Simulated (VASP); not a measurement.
# SbPt (P6_3/mmc) in VASP: a series of runs

SbPt is run at these levels: r2SCAN; tasks: single point.

Everything below comes from runs of VASP 6.6.1. Logs are shortened: lines on timing, memory, paths and dates and some standing lists are left out, and cuts for length are marked.

**1. The cell of the first run**

Symmetry: P6_3/mmc, No. 194, hexagonal system. The conventional cell has a = 4.092 Å, b = 4.092 Å, c = 5.420 Å, α = 90.00°, β = 90.00°, γ = 120.00°. Within 3.6 Å of Sb (site symmetry -6m2) lie 6 Pt at 2.72 Å and 6 Sb at 3.60 Å. Within 3.6 Å of Pt (site symmetry -3m) lie 2 Pt at 2.71 Å and 6 Sb at 2.72 Å.

**2. Single point, r2SCAN**

POSCAR

```
SbPt
1.0
    4.0918476912     -0.0000000029      0.0000000000
   -2.0459238431      3.5436440504      0.0000000000
    0.0000000000      0.0000000000      5.4200287900
Sb Pt
2 2
Direct
    0.3333333333      0.6666666667      0.2500000000
    0.6666666667      0.3333333333      0.7500000000
    0.0000000000      0.0000000000      0.0000000000
    0.0000000000      0.0000000000      0.5000000000
```

INCAR.step1

```
ALGO = Normal
EDIFF = 1E-4
ENCUT = 520
GGA = PE
ISMEAR = -1
LASPH = T
LCHARG = F
LREAL = F
LWAVE = T
NBANDS = 23
NELM = 80
PREC = Accurate
SIGMA = 0.1
```

INCAR.step2

```
ALGO = Normal
EDIFF = 1E-7
ENCUT = 520
ISIF = 2
ISMEAR = -1
ISTART = 1
LASPH = T
LCHARG = F
LMIXTAU = T
LREAL = F
LWAVE = F
METAGGA = R2SCAN
NBANDS = 23
NELM = 80
PREC = Accurate
SIGMA = 0.1
```

KPOINTS

```
k-points
0
Gamma
  9 9 6
```

Potentials or basis: VASP PAW PBE potentials, release 64 (Sb, Pt).

The run is started by

```sh
$ cat potpaw_PBE.64/Sb/POTCAR potpaw_PBE.64/Pt/POTCAR > POTCAR
$ cp INCAR.step1 INCAR
$ mpirun -np 1 vasp_std > vasp.out
$ cp INCAR.step2 INCAR
$ mpirun -np 1 vasp_std > vasp.out
```

OUTCAR:

```text
EDIFF = 1E-7
   ENCUT = 520
   ISIF = 2
   ISMEAR = -1
   ISTART = 1
   LASPH = T
   LREAL = F
   METAGGA = R2SCAN
   NELM = 80
   PREC = Accurate

 ion  position               nearest neighbor table
   1  0.333  0.667  0.250-   3 2.72   4 2.72   3 2.72   4 2.72   3 2.72   4 2.72   2 3.60   2 3.60
                             2 3.60   2 3.60   2 3.60   2 3.60
   2  0.667  0.333  0.750-   3 2.72   4 2.72   3 2.72   4 2.72   3 2.72   4 2.72   1 3.60   1 3.60
                             1 3.60   1 3.60   1 3.60   1 3.60
   3  0.000  0.000  0.000-   4 2.71   4 2.71   1 2.72   2 2.72   1 2.72   2 2.72   2 2.72   1 2.72

   4  0.000  0.000  0.500-   3 2.71   3 2.71   1 2.72   2 2.72   1 2.72   2 2.72   2 2.72   1 2.72

  LATTYP: Found a hexagonal cell.
 ALAT       =     4.0918476912
 C/A-ratio  =     1.3245920178

  Lattice vectors:

 A1 = (   4.0918476912,  -0.0000000029,   0.0000000000)
 A2 = (  -2.0459238431,   3.5436440504,   0.0000000000)
 A3 = (   0.0000000000,   0.0000000000,   5.4200287900)

Analysis of symmetry for initial positions (statically):
=====================================================================
 Subroutine PRICEL returns:
 Original cell was already a primitive cell.

 Routine SETGRP: Setting up the symmetry group for a
 hexagonal supercell.

 Subroutine GETGRP returns: Found 24 space group operations
 (whereof 12 operations were pure point group operations)
 out of a pool of 24 trial point group operations.

The static configuration has the point symmetry D_3d.
 The point group associated with its full space group is D_6h.

Analysis of symmetry for dynamics (positions and initial velocities):
=====================================================================
 Subroutine PRICEL returns:
 Original cell was already a primitive cell.

 Routine SETGRP: Setting up the symmetry group for a
 hexagonal supercell.

 Subroutine GETGRP returns: Found 24 space group operations
 (whereof 12 operations were pure point group operations)
 out of a pool of 24 trial point group operations.

The dynamic configuration has the point symmetry D_3d.
 The point group associated with its full space group is D_6h.

 Subroutine INISYM returns: Found 24 space group operations
 (whereof 12 operations are pure point group operations),
 and found     1 'primitive' translations

----------------------------------------------------------------------------------------

                                     Primitive cell

  volume of cell :      78.5907

  direct lattice vectors                    reciprocal lattice vectors
     4.091847691 -0.000000003  0.000000000     0.244388373  0.141097693  0.000000000
    -2.045923843  3.543644050  0.000000000     0.000000000  0.282195386  0.000000000
     0.000000000  0.000000000  5.420028790     0.000000000  0.000000000  0.184500865

  length of vectors
     4.091847691  4.091847691  5.420028790     0.282195386  0.282195386  0.184500865

  position of ions in fractional coordinates (direct lattice)
     0.333333333  0.666666667  0.250000000
     0.666666667  0.333333333  0.750000000
     0.000000000  0.000000000  0.000000000
     0.000000000  0.000000000  0.500000000

  ion indices of the primitive-cell ions
   primitive index   ion index
                 1           1
                 2           2
                 3           3
                 4           4

----------------------------------------------------------------------------------------

 KPOINTS: k-points

Automatic generation of k-mesh.
 Grid dimensions read from file:
 generate k-points for:    9    9    6

 Generating k-lattice:

  Cartesian coordinates                     Fractional coordinates (reciprocal lattice)
     0.027154264  0.015677521  0.000000000     0.111111111  0.000000000  0.000000000
     0.000000000  0.031355043  0.000000000     0.000000000  0.111111111  0.000000000
     0.000000000  0.000000000  0.030750144     0.000000000  0.000000000  0.166666667

  Length of vectors
     0.031355043  0.031355043  0.030750144

  Shift w.r.t. Gamma in fractional coordinates (k-lattice)
     0.000000000  0.000000000  0.000000000

 Subroutine IBZKPT returns following result:
 ===========================================

 Found     48 irreducible k-points:

 Following reciprocal coordinates:
            Coordinates               Weight
  0.000000  0.000000  0.000000      1.000000
  0.111111  0.000000  0.000000      6.000000
  0.222222  0.000000  0.000000      6.000000
  0.333333  0.000000  0.000000      6.000000
  0.444444  0.000000  0.000000      6.000000
  0.111111  0.111111  0.000000      6.000000
[... 16 lines left out ...]
  0.333333  0.222222  0.166667     24.000000
  0.333333  0.333333  0.166667      4.000000
 [... further k-points ...]
   k-points           NKPTS =     48   k-points in BZ     NKDIM =     48   number of bands    NBANDS=     23
   number of dos      NEDOS =    301   number of ions     NIONS =      4
   total plane-waves  NPLWV =  36000
   dimension x,y,z NGX =    30 NGY =   30 NGZ =   40
   dimension x,y,z NGXF=    60 NGYF=   60 NGZF=   80
   ions per type =               2   2
   NGX,Y,Z   is equivalent  to a cutoff of  12.19, 12.19, 12.27 a.u.
   NGXF,Y,Z  is equivalent  to a cutoff of  24.38, 24.38, 24.54 a.u.
 SYSTEM =  unknown system
   PREC   = accura    normal or accurate (medium, high low for compatibility)
   ISTART =      1    job   : 0-new  1-cont  2-samecut
   ICHARG =      0    charge: 1-file 2-atom 10-const
   ISPIN  =      1    spin polarized calculation?
   LNONCOLLINEAR =      F non collinear calculations
   LSORBIT =      F    spin-orbit coupling
   LASPH  =      T    aspherical Exc in radial PAW
   ENCUT  =  520.0 eV  38.22 Ry    6.18 a.u.   7.61  7.61 10.08*2*pi/ulx,y,z
   NELM   =     80;   NELMIN=  2; NELMDL=  0     # of ELM steps
   EDIFF  = 0.1E-06   stopping-criterion for ELM
   LREAL  =      F    real-space projection
   EDIFFG = 0.1E-05   stopping-criterion for IOM
   NSW    =      0    number of steps for IOM
   IBRION =     -1    ionic relax: 0-MD 1-quasi-New 2-CG
   NFREE  =      0    steps in history (QN), initial steepest desc. (CG)
   ISIF   =      2    stress and relaxation
   ISYM   =      2    0-nonsym 1-usesym 2-fastsym
   POTIM  = 0.5000    time-step for ionic-motion
   TEBEG  =    0.0;   TEEND  =   0.0 temperature during run
   PSTRESS=    0.0 pullay stress
   NELECT =      30.0000    total number of electrons
   NUPDOWN=      -1.0000    fix difference up-down
   EMIN   =  10.00;   EMAX   =-10.00  energy-range for DOS
   EFERMI =   0.00;   METHOD = LEGACY
   ISMEAR =    -1;   SIGMA  =   0.10  broadening in eV -4-tet -1-fermi 0-gaus
   EFERMI_NEDOS =   21; number of points for ismear=-14 and -15
   IALGO  =     38    algorithm
   IMIX   =      4    mixing-type and parameters
     AMIX     =   0.40;   BMIX     =  1.00
     AMIX_MAG =   1.60;   BMIX_MAG =  1.00
  volume/ion in A,a.u.               =      19.65       132.59
  Fermi-wavevector in a.u.,A,eV,Ry     =   1.187567  2.244177 19.188513  1.410316
  Thomas-Fermi vector in A             =   2.323716
   LORBIT       =      0    0 simple, 1 ext, 2 COOP (PROOUT), +10 PAW based schemes
   METAGGA = R2SCAN    functional components
   LHFCALC =     F    Hartree Fock is set to
   AEXX    =    0.0000 exact exchange contribution
   IVDW    =     0    specifies the selected vdW correction
   LEPSILON=     F    determine dielectric tensor
   LRPA    =     F    only Hartree local field effects (RPA)
 non-spin polarized calculation
  energy-cutoff  :      520.00
  volume of cell :       78.59
 maximum number of plane-waves:      2150
   NGX = 15   NGY = 15   NGZ = 21

 number of electron      30.0000001 magnetization

 Free energy of the ion-electron system (eV)
  ---------------------------------------------------
  ext. energy  EPLUGINS =         0.00000000
  ---------------------------------------------------
  free energy    TOTEN  =      -156.05559995 eV

  energy without entropy =     -156.00357551  energy(sigma->0) =     -156.02958773

 E-fermi :  10.6578     XC(G=0): -12.4089

 val. band max:       10.6574545382   @ k =   0.4444   0.0000   0.1667
 cond. band min:      10.6659785442   @ k =   0.1111   0.0000   0.1667
 fundamental gap:      0.0085240059
 Fermi energy:        10.6577649287

 k-point     1 :       0.0000    0.0000    0.0000
  band No.  band energies     occupation
      1      -3.1955      2.00000
      2       1.2230      2.00000
      3       2.9250      2.00000
      4       3.9915      2.00000
      5       3.9915      2.00000
      6       4.1524      2.00000
[... 15 lines left out ...]
     22      16.2040      0.00000
     23      18.9772      0.00000

 k-point     2 :       0.1111    0.0000    0.0000
  band No.  band energies     occupation
      1      -3.0302      2.00000
      2       1.0133      2.00000
      3       3.1211      2.00000
      4       4.0341      2.00000
      5       4.1179      2.00000
      6       4.3170      2.00000
[... 15 lines left out ...]
     22      16.9680      0.00000
     23      17.5111      0.00000

 k-point     3 :       0.2222    0.0000    0.0000
  band No.  band energies     occupation
      1      -2.5478      2.00000
      2       0.5932      2.00000
      3       3.6839      2.00000
      4       3.9354      2.00000
      5       4.1122      2.00000
      6       4.9035      2.00000
[... 15 lines left out ...]
     22      17.2841      0.00000
     23      17.8172      0.00000
[... 495 lines left out ...]
 k-point    23 :       0.3333    0.2222    0.1667
  band No.  band energies     occupation
      1      -0.5675      2.00000
      2      -0.1692      2.00000
      3       2.5349      2.00000
      4       4.0045      2.00000
      5       4.2237      2.00000
      6       5.1930      2.00000
[... 15 lines left out ...]
     22      18.7789      0.00000
     23      19.8057      0.00000

 k-point    24 :       0.3333    0.3333    0.1667
  band No.  band energies     occupation
      1      -0.2300      2.00000
      2      -0.2300      2.00000
      3       2.3284      2.00000
      4       3.9756      2.00000
      5       3.9756      2.00000
      6       5.5113      2.00000
[... 15 lines left out ...]
     22      19.1234      0.00000
     23      19.5645      0.00000

 [... further k-points ...]
[... 5 lines left out ...]
  --------------------------------------------------------------------------------------
  -------------------------------------------------------------------------------------
  Total        4.6822059      4.6822059      5.2674888     -0.0000000      0.0000000     -0.0000000
  in kB       95.4530802     95.4530802    107.3848610     -0.0000000      0.0000000     -0.0000000
  external PRESSURE =      99.4303404 kB  Pullay stress =       0.0000000 kB

 VOLUME and BASIS-vectors are now :
 -----------------------------------------------------------------------------
  energy-cutoff  :      520.00
  volume of cell :       78.59
      direct lattice vectors                 reciprocal lattice vectors
     4.091847691 -0.000000003  0.000000000     0.244388373  0.141097693  0.000000000
    -2.045923843  3.543644050  0.000000000     0.000000000  0.282195386  0.000000000
     0.000000000  0.000000000  5.420028790     0.000000000  0.000000000  0.184500865

 POSITION                                       TOTAL-FORCE (eV/Angst)
 -----------------------------------------------------------------------------------
      0.00000      2.36243      1.35501         0.000000     -0.000000      0.000000
      2.04592      1.18121      4.06502        -0.000000      0.000000      0.000000
      0.00000      0.00000      0.00000        -0.000000      0.000000      0.000000
      0.00000      0.00000      2.71001        -0.000000      0.000000      0.000000
 -----------------------------------------------------------------------------------
    total drift:                               -0.000000      0.000000      0.000000

  FREE ENERGIE OF THE ION-ELECTRON SYSTEM (eV)
  ---------------------------------------------------
  free  energy   TOTEN  =      -156.0555999487 eV

  energy  without entropy=     -156.0035755106  energy(sigma->0) =     -156.02958773
```

Wall time 2.2 min (1 thread of Intel Xeon 6975P-C (Granite Rapids), shared host); peak memory 0.24 GiB.

Results:

```yaml
Free_energy: -156.0556 eV
Pressure: 9.9 GPa
Band_gap_on_the_k_mesh: zero (bands 15 and 16 overlap by 4.56 eV)
```

Levels at points of the mesh, in eV from the Fermi level:
| k point | band 11 | band 12 | band 13 | band 14 | band 15 | band 16 | band 17 | band 18 | band 19 | band 20 |
| --- | --- | --- | --- | --- | --- | --- | --- | --- | --- | --- |
| (0.00, 0.00, 0.00) | -2.48 | -2.48 | -0.21 | -0.21 | 0.78 | 2.48 | 2.64 | 3.89 | 3.89 | 4.44 |
| (0.00, 0.00, 0.50) | -4.14 | -4.14 | -1.14 | -1.14 | 2.50 | 2.50 | 2.50 | 2.50 | 5.63 | 5.63 |

Caveat: the cell stands under pressure; the PAW data sets were made with another functional, which shifts forces and pressure a little; spin-orbit coupling is left out, which moves the levels of the heavy elements.

**3. Single point, r2SCAN**

This run uses another cell than the first one, of 20.07 Å³/atom.

POSCAR

```
SbPt
1.0
    4.1206644691     -0.0000000029      0.0000000000
   -2.0603322321      3.5686001122      0.0000000000
    0.0000000000      0.0000000000      5.4581992600
Sb Pt
2 2
Direct
    0.3333333333      0.6666666667      0.2500000000
    0.6666666667      0.3333333333      0.7500000000
    0.0000000000      0.0000000000      0.0000000000
    0.0000000000      0.0000000000      0.5000000000
```

INCAR.step1

```
  ALGO = Normal
  EDIFF = 1E-4
  ENCUT = 520
  GGA = PE
  ISMEAR = -1
  LASPH = T
  LCHARG = F
  LREAL = F
  LWAVE = T
  NBANDS = 23
  NELM = 80
  PREC = Accurate
  SIGMA = 0.1
```

INCAR.step2

```
  ALGO = Normal
  EDIFF = 1E-6
  ENCUT = 520
  ISIF = 2
  ISMEAR = -1
  ISTART = 1
  LASPH = T
  LCHARG = T
  LELF = T
  LMIXTAU = T
  LREAL = F
  LVHAR = T
  LWAVE = F
  METAGGA = R2SCAN
  NBANDS = 23
  NELM = 80
  PREC = Accurate
  SIGMA = 0.1
```

KPOINTS is that of step 2.

Potentials or basis: VASP PAW PBE potentials, release 64 (Sb, Pt).

The run is started by

```sh
$ cat potpaw_PBE.64/Sb/POTCAR potpaw_PBE.64/Pt/POTCAR > POTCAR
$ cp INCAR.step1 INCAR
$ mpirun -np 1 vasp_std > vasp.out
$ cp INCAR.step2 INCAR
$ mpirun -np 1 vasp_std > vasp.out
```

Wall time 1.8 min (1 thread of Intel Xeon 6975P-C (Granite Rapids), shared host); peak memory 0.26 GiB.

Results (log left out):

```yaml
Free_energy: -156.1396 eV
Pressure: 6.2 GPa
Band_gap_on_the_k_mesh: zero (bands 15 and 16 overlap by 4.44 eV)
```

Stress tensor (GPa, compression positive):
```
5.93 0.00 0.00
0.00 5.93 0.00
0.00 0.00 6.68
```

Levels at points of the mesh, in eV from the Fermi level:
```
           k point  band 11  band 12  band 13  band 14  band 15  band 16  band 17  band 18  band 19  band 20
(0.00, 0.00, 0.00)    -2.40    -2.40    -0.18    -0.18     0.75     2.45     2.68     3.81     3.81     4.24
(0.00, 0.00, 0.50)    -3.99    -3.99    -1.15    -1.15     2.46     2.46     2.46     2.46     5.62     5.62
```

Caveat: the cell stands under pressure; the PAW data sets were made with another functional, which shifts forces and pressure a little; spin-orbit coupling is left out, which moves the levels of the heavy elements.

**4. Single point, r2SCAN**

This run uses another cell than the first one, of 20.48 Å³/atom.

POSCAR

```
SbPt
1.0
    4.1490837393      0.0000000000      0.0000000000
   -2.0745418696      3.5932119206      0.0000000000
    0.0000000000      0.0000000000      5.4958432100
Sb Pt
2 2
Direct
    0.3333333333      0.6666666667      0.2500000000
    0.6666666667      0.3333333333      0.7500000000
    0.0000000000      0.0000000000      0.0000000000
    0.0000000000      0.0000000000      0.5000000000
```

INCAR.step1

```
SYSTEM = SbPt
PREC = Accurate ; ENCUT = 520
ISMEAR = -1 ; SIGMA = 0.1
LREAL = .False. ; LASPH = .True.
NELM = 60 ; NBANDS = 23
GGA = PE ; ALGO = Normal
EDIFF = 1E-4 ; LWAVE = .True.
LCHARG = .False.
```

INCAR.step2

```
SYSTEM = SbPt
PREC = Accurate ; ENCUT = 520
EDIFF = 1E-6 ; ISMEAR = -1
SIGMA = 0.1 ; LREAL = .False.
LASPH = .True. ; NELM = 60
ALGO = Normal ; ISIF = 2
LWAVE = .False. ; LCHARG = .False.
METAGGA = R2SCAN ; LMIXTAU = .True.
NBANDS = 23 ; ISTART = 1
```

KPOINTS

```
regular mesh
0
Gamma
  9 9 6
  0 0 0
```

The run is started by

```sh
$ cat potpaw_PBE.64/Sb/POTCAR potpaw_PBE.64/Pt/POTCAR > POTCAR
$ cp INCAR.step1 INCAR
$ mpirun -np 1 vasp_std > vasp.out
$ cp INCAR.step2 INCAR
$ mpirun -np 1 vasp_std > vasp.out
```

It took 1.9 min on 1 thread of Intel Xeon 6975P-C (Granite Rapids), shared host; peak memory 0.25 GiB.

Results (log left out):

```yaml
Free_energy: -156.1865 eV
Pressure: 2.8 GPa
Band_gap_on_the_k_mesh: zero (bands 15 and 16 overlap by 4.33 eV)
```

Stress tensor (GPa, compression positive):
```
2.72 0.00 0.00
0.00 2.72 0.00
0.00 0.00 3.10
```

Levels at points of the mesh, in eV from the Fermi level:
| k point | band 12 | band 13 | band 14 | band 15 | band 16 | band 17 | band 18 | band 19 |
| --- | --- | --- | --- | --- | --- | --- | --- | --- |
| (0.00, 0.00, 0.00) | -2.32 | -0.15 | -0.15 | 0.73 | 2.42 | 2.72 | 3.74 | 3.74 |
| (0.00, 0.00, 0.50) | -3.86 | -1.16 | -1.16 | 2.42 | 2.42 | 2.42 | 2.42 | 5.59 |

Caveat: the PAW data sets were made with another functional, which shifts forces and pressure a little; spin-orbit coupling is left out, which moves the levels of the heavy elements.

**5. The runs side by side**

| cell | gap on the mesh (eV) | pressure (GPa) |
| --- | --- | --- |
| a = 4.092, b = 4.092, c = 5.420 Å, angles 90.0, 90.0, 120.0°, 4 atoms | none | 9.9 |
| a = 4.121, b = 4.121, c = 5.458 Å, angles 90.0, 90.0, 120.0°, 4 atoms | none | 6.2 |
| a = 4.149, b = 4.149, c = 5.496 Å, angles 90.0, 90.0, 120.0°, 4 atoms | none | 2.8 |

Alike in all rows: task single point; level r2SCAN; potentials or basis VASP PAW PBE potentials, release 64 (Sb, Pt); no spin polarisation; k mesh 9 × 9 × 6; cutoff (eV) 520; smearing fermi-dirac 0.1 eV.

Caveats: the PAW data sets were made with another functional, which shifts forces and pressure a little; spin-orbit coupling is left out, which moves the levels of the heavy elements; the cell stands under pressure (at least some runs).

Total energies depend on the potentials used, so only differences within one code and one set of settings carry meaning.
